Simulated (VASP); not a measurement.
# BAs (F-43m) in VASP: single point with LDA

Aim: the single point of BAs with LDA.

Program: VASP 6.6.1. These are calculated values, not measurements. Logs are shortened: lines on timing, memory, paths and dates and some standing lists are left out, and cuts for length are marked.

### Step 1. The cell of the first run

Symmetry: F-43m, No. 216, cubic system. The conventional cell has a = 4.732 Å, b = 4.732 Å, c = 4.732 Å, α = 90.00°, β = 90.00°, γ = 90.00°. B (site symmetry -43m) has 4 As at 2.05 Å within 2.7 Å. Within 2.7 Å of As (site symmetry -43m) lie 4 B at 2.05 Å.

### Step 2. Single point, LDA

File INCAR:

```
SYSTEM = BAs
PREC = Accurate
ENCUT = 560
EDIFF = 1E-6
ISMEAR = 0
SIGMA = 0.02
LREAL = .FALSE.
LASPH = .TRUE.
NELM = 120
ALGO = Normal
ISIF = 2
LWAVE = .FALSE.
LCHARG = .TRUE.
LELF = .TRUE.
LVHAR = .TRUE.
NBANDS = 16
GGA_COMPAT = .FALSE.
```

File KPOINTS:

```
Automatic mesh
0
G
  10 10 10
  0 0 0
```

File POSCAR:

```
BAs
1.0
    0.0000000000      2.3661934081      2.3661934081
    2.3661934081      0.0000000000      2.3661934081
    2.3661934081      2.3661934081      0.0000000000
B As
1 1
Direct
    0.0000000000      0.0000000000      0.0000000000
    0.2500000000      0.2500000000      0.2500000000
```

Potentials or basis: VASP PAW LDA potentials, release 64 (B, As_d).

Started as:

```
> cat potpaw_LDA.64/B/POTCAR potpaw_LDA.64/As_d/POTCAR > POTCAR
> mpirun -np 1 vasp_std > vasp.out
```

OUTCAR:

```text
SYSTEM = BAs
   PREC = Accurate
   ENCUT = 560
   EDIFF = 1E-6
   ISMEAR = 0
   LREAL = .FALSE.
   LASPH = .TRUE.
   NELM = 120
   ISIF = 2

 ion  position               nearest neighbor table
   1  0.000  0.000  0.000-   2 2.05   2 2.05   2 2.05   2 2.05
   2  0.250  0.250  0.250-   1 2.05   1 2.05   1 2.05   1 2.05

  LATTYP: Found a face centered cubic cell.
 ALAT       =     4.7323868162

  Lattice vectors:

 A1 = (   0.0000000000,   2.3661934081,   2.3661934081)
 A2 = (   2.3661934081,   0.0000000000,   2.3661934081)
 A3 = (   2.3661934081,   2.3661934081,   0.0000000000)

Analysis of symmetry for initial positions (statically):
=====================================================================
 Subroutine PRICEL returns:
 Original cell was already a primitive cell.

 Routine SETGRP: Setting up the symmetry group for a
 face centered cubic supercell.

 Subroutine GETGRP returns: Found 24 space group operations
 (whereof 24 operations were pure point group operations)
 out of a pool of 48 trial point group operations.

The static configuration has the point symmetry T_d .

Analysis of symmetry for dynamics (positions and initial velocities):
=====================================================================
 Subroutine PRICEL returns:
 Original cell was already a primitive cell.

 Routine SETGRP: Setting up the symmetry group for a
 face centered cubic supercell.

 Subroutine GETGRP returns: Found 24 space group operations
 (whereof 24 operations were pure point group operations)
 out of a pool of 48 trial point group operations.

The dynamic configuration has the point symmetry T_d .

 Subroutine INISYM returns: Found 24 space group operations
 (whereof 24 operations are pure point group operations),
 and found     1 'primitive' translations

----------------------------------------------------------------------------------------

                                     Primitive cell

  volume of cell :      26.4960

  direct lattice vectors                    reciprocal lattice vectors
     0.000000000  2.366193408  2.366193408    -0.211309861  0.211309861  0.211309861
     2.366193408  0.000000000  2.366193408     0.211309861 -0.211309861  0.211309861
     2.366193408  2.366193408  0.000000000     0.211309861  0.211309861 -0.211309861

  length of vectors
     3.346302809  3.346302809  3.346302809     0.365999415  0.365999415  0.365999415

  position of ions in fractional coordinates (direct lattice)
[... 74 lines left out ...]
   LNONCOLLINEAR =      F non collinear calculations
   LSORBIT =      F    spin-orbit coupling
   LASPH  =      T    aspherical Exc in radial PAW
   ENCUT  =  560.0 eV  41.16 Ry    6.42 a.u.   6.46  6.46  6.46*2*pi/ulx,y,z
   NELM   =    120;   NELMIN=  2; NELMDL= -5     # of ELM steps
   EDIFF  = 0.1E-05   stopping-criterion for ELM
   LREAL  =      F    real-space projection
   EDIFFG = 0.1E-04   stopping-criterion for IOM
   NSW    =      0    number of steps for IOM
   IBRION =     -1    ionic relax: 0-MD 1-quasi-New 2-CG
   NFREE  =      0    steps in history (QN), initial steepest desc. (CG)
   ISIF   =      2    stress and relaxation
   ISYM   =      2    0-nonsym 1-usesym 2-fastsym
   POTIM  = 0.5000    time-step for ionic-motion
   TEBEG  =    0.0;   TEEND  =   0.0 temperature during run
   PSTRESS=    0.0 pullay stress
   NELECT =      18.0000    total number of electrons
   NUPDOWN=      -1.0000    fix difference up-down
   EMIN   =  10.00;   EMAX   =-10.00  energy-range for DOS
   EFERMI =   0.00;   METHOD = LEGACY
   ISMEAR =     0;   SIGMA  =   0.02  broadening in eV -4-tet -1-fermi 0-gaus
   EFERMI_NEDOS =   21; number of points for ismear=-14 and -15
   IALGO  =     38    algorithm
   IMIX   =      4    mixing-type and parameters
     AMIX     =   0.40;   BMIX     =  1.00
     AMIX_MAG =   1.60;   BMIX_MAG =  1.00
  volume/ion in A,a.u.               =      13.25        89.40
  Fermi-wavevector in a.u.,A,eV,Ry     =   1.439148  2.719595 28.179661  2.071147
  Thomas-Fermi vector in A             =   2.558036
   LORBIT       =      0    0 simple, 1 ext, 2 COOP (PROOUT), +10 PAW based schemes
   GGA     = CA    functional components
   LHFCALC =     F    Hartree Fock is set to
   AEXX    =    0.0000 exact exchange contribution
   IVDW    =     0    specifies the selected vdW correction
   LEPSILON=     F    determine dielectric tensor
   LRPA    =     F    only Hartree local field effects (RPA)
 non-spin polarized calculation
 Gauss-broadening in eV      SIGMA  =   0.02
  energy-cutoff  :      560.00
  volume of cell :       26.50
 maximum number of plane-waves:       821
 NGX is ok and might be reduce to    28
   NGX = 13   NGY = 13   NGZ = 13

 number of electron      18.0000004 magnetization

 Free energy of the ion-electron system (eV)
  ---------------------------------------------------
  ext. energy  EPLUGINS =         0.00000000
  ---------------------------------------------------
  free energy    TOTEN  =       -12.94238813 eV

  energy without entropy =      -12.94238813  energy(sigma->0) =      -12.94238813

 E-fermi :   5.2167     XC(G=0): -11.5728

 val. band max:        5.0901647941   @ k =   0.0000   0.0000   0.0000
 cond. band min:       6.1919138018   @ k =   0.4000   0.4000   0.0000
 fundamental gap:      1.1017490078
 Fermi energy:         5.2166941010

 k-point     1 :       0.0000    0.0000    0.0000
  band No.  band energies     occupation
      1     -30.8281      2.00000
      2     -30.8281      2.00000
      3     -30.8281      2.00000
      4     -30.8010      2.00000
      5     -30.8010      2.00000
      6     -10.5446      2.00000
[... 433 lines left out ...]
      3     -30.8143      2.00000
      4     -30.8058      2.00000
      5     -30.7959      2.00000
      6      -7.8409      2.00000
[... 8 lines left out ...]
     15      21.0995      0.00000
     16      21.4876      0.00000

 [... further k-points ...]
[... 5 lines left out ...]
  --------------------------------------------------------------------------------------
  -------------------------------------------------------------------------------------
  Total        0.1701882      0.1701882      0.1701882      0.0000000      0.0000000     -0.0000000
  in kB       10.2910401     10.2910401     10.2910401      0.0000000      0.0000000     -0.0000000
  external PRESSURE =      10.2910401 kB  Pullay stress =       0.0000000 kB

 VOLUME and BASIS-vectors are now :
 -----------------------------------------------------------------------------
  energy-cutoff  :      560.00
  volume of cell :       26.50
      direct lattice vectors                 reciprocal lattice vectors
     0.000000000  2.366193408  2.366193408    -0.211309861  0.211309861  0.211309861
     2.366193408  0.000000000  2.366193408     0.211309861 -0.211309861  0.211309861
     2.366193408  2.366193408  0.000000000     0.211309861  0.211309861 -0.211309861

 POSITION                                       TOTAL-FORCE (eV/Angst)
 -----------------------------------------------------------------------------------
      0.00000      0.00000      0.00000         0.000000      0.000000      0.000000
      1.18310      1.18310      1.18310        -0.000000     -0.000000     -0.000000
 -----------------------------------------------------------------------------------
    total drift:                                0.000001      0.000001      0.000001

  FREE ENERGIE OF THE ION-ELECTRON SYSTEM (eV)
  ---------------------------------------------------
  free  energy   TOTEN  =       -12.9423881258 eV

  energy  without entropy=      -12.9423881258  energy(sigma->0) =      -12.94238813
```

Wall time 16 s (1 thread of Intel Xeon Platinum 8375C at 2.90GHz (Ice Lake), shared host); peak memory 0.15 GiB.

Results:

```
Free energy            : -12.9424 eV
Pressure               : 1.0 GPa
Band gap on the k mesh : 1.10 eV (least direct gap 3.29 eV)
```

Levels at points of the mesh, in eV from the valence-band top:
```
           k point  band 5  band 6  band 7  band 8  band 9  band 10  band 11  band 12  band 13  band 14
(0.00, 0.00, 0.00)  -35.89  -15.63    0.00    0.00    0.00     3.29     3.29     3.29     5.04     9.51
(0.50, 0.00, 0.00)  -35.89  -12.68   -8.95   -1.86   -1.86     2.86     4.79     4.79     8.77    12.70
(0.50, 0.50, 0.00)  -35.88  -11.36   -8.57   -4.19   -4.19     1.32     1.39    11.53    11.53    12.91
```

A k mesh can miss the band edges.
